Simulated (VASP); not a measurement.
# CdSe in VASP: further runs, part 2 of 3

VASP 6.6.1.

**3. Single point, PBEsol (atom 1 moved by [-0.01, -0.01, -0.01] A)**

The input, INCAR:

```
SYSTEM = CdSe
PREC = Accurate ; ENCUT = 500
EDIFF = 1E-6 ; ISMEAR = 0
SIGMA = 0.01 ; LREAL = .FALSE.
LASPH = .TRUE. ; NELM = 120
ALGO = Normal ; ISIF = 2
LWAVE = .FALSE. ; LCHARG = .FALSE.
GGA = PS ; NBANDS = 16
GGA_COMPAT = .FALSE.
```

The input, KPOINTS:

```
Automatic mesh
0
G
  6 6 6
  0 0 0
```

The input, POSCAR:

```
CdSe
1.0
    0.0000000000      3.0413470752      3.0413470752
    3.0413470752      0.0000000000      3.0413470752
    3.0413470752      3.0413470752      0.0000000000
Cd Se
1 1
Direct
   -0.0016440084     -0.0016440084     -0.0016440084
    0.7500000000      0.7500000000      0.7500000000
```

Potentials or basis: VASP PAW PBE potentials, release 64 (Cd, Se).

Command:

```console
cat potpaw_PBE.64/Cd/POTCAR potpaw_PBE.64/Se/POTCAR > POTCAR
mpirun -np 1 vasp_std > vasp.out
```

OUTCAR:

```text
SYSTEM = CdSe
   PREC = Accurate
   ENCUT = 500
   EDIFF = 1E-6
   ISMEAR = 0
   LREAL = .FALSE.
   LASPH = .TRUE.
   NELM = 120
   ISIF = 2
   GGA = PS

 ion  position               nearest neighbor table
   1  0.998  0.998  0.998-   2 2.62   2 2.64   2 2.64   2 2.64
   2  0.750  0.750  0.750-   1 2.62   1 2.64   1 2.64   1 2.64

  LATTYP: Found a face centered cubic cell.
 ALAT       =     6.0826941504

  Lattice vectors:

 A1 = (   0.0000000000,   3.0413470752,   3.0413470752)
 A2 = (   3.0413470752,   0.0000000000,   3.0413470752)
 A3 = (   3.0413470752,   3.0413470752,   0.0000000000)

Analysis of symmetry for initial positions (statically):
=====================================================================
 Subroutine PRICEL returns:
 Original cell was already a primitive cell.

 Routine SETGRP: Setting up the symmetry group for a
 face centered cubic supercell.

 Subroutine GETGRP returns: Found  6 space group operations
 (whereof  6 operations were pure point group operations)
 out of a pool of 48 trial point group operations.

The static configuration has the point symmetry C_3v.

Analysis of symmetry for dynamics (positions and initial velocities):
=====================================================================
 Subroutine PRICEL returns:
 Original cell was already a primitive cell.

 Routine SETGRP: Setting up the symmetry group for a
 face centered cubic supercell.

 Subroutine GETGRP returns: Found  6 space group operations
 (whereof  6 operations were pure point group operations)
 out of a pool of 48 trial point group operations.

The dynamic configuration has the point symmetry C_3v.

 Subroutine INISYM returns: Found  6 space group operations
 (whereof  6 operations are pure point group operations),
 and found     1 'primitive' translations

----------------------------------------------------------------------------------------

                                     Primitive cell

  volume of cell :      56.2637
[... 108 lines left out ...]
     AMIX     =   0.40;   BMIX     =  1.00
     AMIX_MAG =   1.60;   BMIX_MAG =  1.00
  volume/ion in A,a.u.               =      28.13       189.84
  Fermi-wavevector in a.u.,A,eV,Ry     =   1.119669  2.115868 17.057064  1.253659
  Thomas-Fermi vector in A             =   2.256310
   LORBIT       =      0    0 simple, 1 ext, 2 COOP (PROOUT), +10 PAW based schemes
   GGA     = PS    functional components
   LHFCALC =     F    Hartree Fock is set to
   AEXX    =    0.0000 exact exchange contribution
   IVDW    =     0    specifies the selected vdW correction
   LEPSILON=     F    determine dielectric tensor
   LRPA    =     F    only Hartree local field effects (RPA)
 non-spin polarized calculation
 Gauss-broadening in eV      SIGMA  =   0.01
  energy-cutoff  :      500.00
  volume of cell :       56.26
 maximum number of plane-waves:      1458
   NGX = 15   NGY = 15   NGZ = 15

 number of electron      18.0000002 magnetization

 Free energy of the ion-electron system (eV)
  ---------------------------------------------------
  ext. energy  EPLUGINS =         0.00000000
  ---------------------------------------------------
  free energy    TOTEN  =        -6.17173431 eV

  energy without entropy =       -6.17173431  energy(sigma->0) =       -6.17173431

 E-fermi :   0.9351     XC(G=0):  -9.0971

 val. band max:        0.8204428423   @ k =   0.0000   0.0000   0.0000
 cond. band min:       1.2952442505   @ k =   0.0000   0.0000   0.0000
 fundamental gap:      0.4748014082
 Fermi energy:         0.9350513545

 k-point     1 :       0.0000    0.0000    0.0000
  band No.  band energies     occupation
      1     -11.8083      2.00000
      2      -7.1135      2.00000
      3      -7.0958      2.00000
      4      -7.0958      2.00000
      5      -6.7208      2.00000
      6      -6.7208      2.00000
[... 433 lines left out ...]
      3      -6.9134      2.00000
      4      -6.7586      2.00000
      5      -6.7069      2.00000
      6      -6.2920      2.00000
[... 8 lines left out ...]
     15      11.5401      0.00000
     16      14.7939      0.00000

 [... further k-points ...]

------------------------ aborting loop because EDIFF is reached ----------------------------------------

  FORCE on cell =-STRESS in cart. coord.  units (eV):
  Direction    XX          YY          ZZ          XY          YZ          ZX
  --------------------------------------------------------------------------------------
  -------------------------------------------------------------------------------------
  Total        0.1152889      0.1152889      0.1152889      0.0653452      0.0653452      0.0653452
  in kB        3.2829942      3.2829942      3.2829942      1.8607851      1.8607851      1.8607851
  external PRESSURE =       3.2829942 kB  Pullay stress =       0.0000000 kB

 VOLUME and BASIS-vectors are now :
 -----------------------------------------------------------------------------
  energy-cutoff  :      500.00
  volume of cell :       56.26
      direct lattice vectors                 reciprocal lattice vectors
     0.000000000  3.041347075  3.041347075    -0.164400835  0.164400835  0.164400835
     3.041347075  0.000000000  3.041347075     0.164400835 -0.164400835  0.164400835
     3.041347075  3.041347075  0.000000000     0.164400835  0.164400835 -0.164400835

 POSITION                                       TOTAL-FORCE (eV/Angst)
 -----------------------------------------------------------------------------------
      6.07269      6.07269      6.07269         0.050605      0.050605      0.050605
      4.56202      4.56202      4.56202        -0.050605     -0.050605     -0.050605
 -----------------------------------------------------------------------------------
    total drift:                                0.000017      0.000017      0.000017

  FREE ENERGIE OF THE ION-ELECTRON SYSTEM (eV)
  ---------------------------------------------------
  free  energy   TOTEN  =        -6.1717343052 eV

  energy  without entropy=       -6.1717343052  energy(sigma->0) =       -6.17173431
```

OSZICAR:

```text
N       E                     dE             d eps       ncg     rms          rms(c)
DAV:   1     0.103707635702E+03    0.10371E+03   -0.86873E+03  1056   0.979E+02
DAV:   2    -0.265934907643E+01   -0.10637E+03   -0.10066E+03  1240   0.244E+02
DAV:   3    -0.653724087098E+01   -0.38779E+01   -0.38717E+01  1184   0.488E+01
DAV:   4    -0.655325577835E+01   -0.16015E-01   -0.16014E-01  1336   0.309E+00
DAV:   5    -0.655335490978E+01   -0.99131E-04   -0.99131E-04  1192   0.210E-01    0.597E+00
DAV:   6    -0.619631501635E+01    0.35704E+00   -0.56683E-01  1464   0.977E+00    0.481E+00
DAV:   7    -0.617303222496E+01    0.23283E-01   -0.13219E-01  1216   0.249E+00    0.217E+00
DAV:   8    -0.617179141790E+01    0.12408E-02   -0.13467E-02  1104   0.142E+00    0.225E-01
DAV:   9    -0.617168970893E+01    0.10171E-03   -0.14232E-03  1256   0.511E-01    0.430E-02
DAV:  10    -0.617170919102E+01   -0.19482E-04   -0.14853E-04  1224   0.159E-01    0.375E-02
DAV:  11    -0.617173484942E+01   -0.25658E-04   -0.46210E-05  1216   0.498E-02    0.165E-02
DAV:  12    -0.617173430518E+01    0.54424E-06   -0.16826E-06  1000   0.170E-02
   1 F= -.61717343E+01 E0= -.61717343E+01  d E =-.470910E-61
```

stdout:

```text
POSCAR found type information on POSCAR CdSe
 POSCAR found :  2 types and       2 ions
 scaLAPACK will be used
 -----------------------------------------------------------------------------
|                                                                             |
|                                                                             |
|     You enforced a specific xc type in the INCAR file but a different       |
|     I HOPE YOU KNOW WHAT YOU ARE DOING!                                     |
|                                                                             |
 -----------------------------------------------------------------------------

 LDA part: xc-table for (Slater+PW92), standard interpolation
 POSCAR, INCAR and KPOINTS ok, starting setup
 FFT: planning ... GRIDC
 FFT: planning ... GRID_SOFT
 FFT: planning ... GRID
 WAVECAR not read
 entering main loop
```

Run time: 12 s. Hardware: 1 thread of AMD EPYC 9R45 (Zen 5), shared host; peak memory 0.16 GiB.

Results:

| Property | Result |
| --- | --- |
| Free energy | -6.1717 eV |
| Pressure | 0.3 GPa |
| Largest force | 0.088 eV/Å |
| Band gap on the k mesh | 0.47 eV |

Forces on the atoms (eV/Å):
```
Cd   0.051  0.051  0.051
Se  -0.051 -0.051 -0.051
```

Stress tensor (GPa, compression positive):
```
0.33 0.19 0.19
0.19 0.33 0.19
0.19 0.19 0.33
```

Levels at points of the mesh, in eV from the valence-band top:
```tsv
k point	band 7	band 8	band 9	band 10	band 11	band 12
(0.00, 0.00, 0.00)	-0.02	0.00	0.00	0.47	5.84	5.84
(0.50, 0.00, 0.00)	-4.44	-0.78	-0.74	2.27	6.31	6.39
(0.50, 0.50, 0.50)	-4.49	-0.77	-0.77	2.31	6.37	6.37
(0.50, 0.50, 0.00)	-4.14	-1.89	-1.88	2.99	3.67	8.97
```

Caveat: the cell differs from its parent crystal (atom 1 moved by [-0.01, -0.01, -0.01] A); semilocal functionals underestimate gaps, and a narrow one can read as zero; the PAW data sets were made with another functional, which shifts forces and pressure a little.

(Continued in part 3 of 3.)
